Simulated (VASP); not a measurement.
CuAu:

```
Au Cu
1.0
     2.75337    0.00000    0.00000
     0.00000    2.75337    0.00000
     0.00000    0.00000    3.60977
Au Cu
1 1
Direct
  0.00000 0.00000 0.00000
  0.50000 0.50000 0.50000
```

Base run:

- Program: VASP 6.6.1
- Functional: r2SCAN
- Potentials or basis: VASP PAW PBE potentials, release 64 (Au_sv_GW, Cu_sv_GW)
- Cutoff: 770 eV
- k mesh: 9 × 9 × 7
- Occupations: fermi-dirac, width 0.05 eV
- Spin: no spin polarisation

Its results: band gap on the k mesh zero (band 19 reaches 12.90 eV, above the bottom of band 20 at 6.92 eV); pressure 9.5 GPa.

Q: The run is repeated on the same cell with these changes: potentials or basis from VASP PAW PBE potentials, release 64 (Au_sv_GW, Cu_sv_GW) to VASP PAW PBE potentials, release 64 (Au, Cu); cutoff from 770 eV to 520 eV; further incar settings from ALGO = Normal; EDIFF = 1e-06; NBANDS = 26 to ALGO = Normal; EDIFF = 1e-06; NBANDS = 18; valence electrons from 38 to 22. What comes out?

A: Band gap on the k mesh zero (band 11 reaches 13.33 eV, above the bottom of band 12 at 7.33 eV); pressure 11.4 GPa.

Caveats: the PAW data sets were made with another functional, which shifts forces and pressure a little; spin-orbit coupling is left out, which moves the levels of the heavy elements.
